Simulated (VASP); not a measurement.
Here is a VASP 6.6.1 calculation.

File INCAR:

```
SYSTEM = Pd
PREC     = Accurate       ! precision mode
ENCUT    = 600            ! plane-wave cutoff, eV
EDIFF    = 1E-6           ! SCF threshold, eV
ISMEAR   = -1             ! smearing method
SIGMA    = 0.05           ! smearing width, eV
LREAL    = .FALSE.        ! projectors in reciprocal space
LASPH    = .TRUE.         ! aspherical terms in the spheres
NELM     = 60             ! most SCF steps
ALGO     = Normal         ! electronic algorithm
ISIF     = 3              ! what is computed and relaxed
LWAVE    = .FALSE.        ! write WAVECAR
LCHARG   = .FALSE.        ! write CHGCAR
IBRION   = 2              ! ionic algorithm
NSW      = 60             ! ionic steps
EDIFFG   = -0.01          ! ionic threshold
```

File KPOINTS:

```
Automatic mesh
0
G
  12 12 12
  0 0 0
```

The input POSCAR:

```
Pd
1.0
    0.0000000000      1.9465000000      1.9465000000
    1.9465000000      0.0000000000      1.9465000000
    1.9465000000      1.9465000000      0.0000000000
Pd
1
Direct
    0.0000000000      0.0000000000      0.0000000000
```

Potentials or basis: VASP PAW LDA potentials, release 64 (Pd).

Launch:

```sh
$ cat potpaw_LDA.64/Pd/POTCAR > POTCAR
$ mpirun -np 1 vasp_std > vasp.out
```

Question: Predict the relaxed volume.

Answer: 14.15 Å³/atom.

Question: What does it give for the band gap on the k mesh?

Answer: Zero (band 5 reaches 10.63 eV, above the bottom of band 6 at 8.93 eV).

The path:
| step | energy change (eV) | largest force (eV/Å) | pressure (GPa) | volume (Å³) |
| --- | --- | --- | --- | --- |
| 1 | 0.0000 | 0.0000 | -8.47 | 14.75 |
| 2 | 0.0423 | 0.0000 | 20.44 | 13.15 |
| 3 | -0.0167 | 0.0000 | -0.22 | 14.16 |
| 4 | -0.0167 | 0.0000 | -0.01 | 14.15 |

LDA usually gives volumes a few per cent too small. Zero-point motion and thermal expansion aren't in these numbers.
